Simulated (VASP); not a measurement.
A run of VASP 6.6.1 is set up as follows.

INCAR

```
ALGO = Normal
EDIFF = 1E-7
ENCUT = 520
GGA = PS
ISIF = 2
ISMEAR = 1
IVDW = 13
LASPH = True
LCHARG = True
LDAU = True
LDAUJ = 0
LDAUL = 3
LDAUPRINT = 1
LDAUTYPE = 2
LDAUU = 3
LMAXMIX = 6
LNONCOLLINEAR = True
LORBIT = 11
LREAL = False
LVHAR = True
LWAVE = False
MAGMOM = 0 0 7
NBANDS = 29
NELM = 150
PREC = Accurate
SIGMA = 0.1
```

Contents of KPOINTS:

```
k-points
0
Gamma
  7 7 7
```

The input POSCAR:

```
Gd
1.0
   -1.9591647676      1.9591647676      1.9591649238
    1.9591647676     -1.9591647676      1.9591649238
    1.9591647676      1.9591647676     -1.9591649238
Gd
1
Direct
    0.0000000000      0.0000000000      0.0000000000
```

Potentials or basis: VASP PAW PBE potentials, release 64 (Gd).

Command:

```console
$ cat potpaw_PBE.64/Gd/POTCAR > POTCAR
$ mpirun -np 1 vasp_ncl > vasp.out
```

(1) What does it give for the dispersion energy per atom?

(2) Estimate the pressure.

Results:

(1) -0.186 eV.

(2) 0.1 GPa.

Caveat: the PAW data sets were made with another functional, which shifts forces and pressure a little.
